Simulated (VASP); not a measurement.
Crystal: CuO.

```
Cu O
1.0
     3.42205    0.00000    0.00000
     0.00000    3.42205    0.00000
     0.00000    0.00000    4.26046
Cu O
2 2
Direct
  0.00000 0.50000 0.00000
  0.50000 0.00000 0.50000
  0.00000 0.00000 0.25000
  0.00000 0.00000 0.75000
```

Base run:

| Property | Result |
| --- | --- |
| Program | VASP 6.6.1 |
| Functional | PBE |
| Potentials or basis | VASP PAW PBE potentials, release 64 (Cu, O) |
| Cutoff | 520 eV |
| k mesh | 8 × 8 × 6 |
| Occupations | fermi-dirac, width 0.05 eV |
| Spin | no spin polarisation |
| Hubbard terms | Cu d U = 2.0 eV |

Its results: band gap on the k mesh zero (bands 17 and 18 overlap by 1.81 eV); pressure -2.8 GPa.

The run is repeated on the same cell with these changes: hubbard terms from Cu d U = 2.0 eV to Cu d U = 6.0 eV. What comes out?

Band gap on the k mesh zero (bands 17 and 18 overlap by 1.87 eV); pressure -3.5 GPa.

Caveats: U without spin polarisation on a metal has little footing; the stress differs along the axes, from -14 to 20 GPa (at least some runs); the stress differs along the axes, from -14 to 17 GPa (at least some runs).
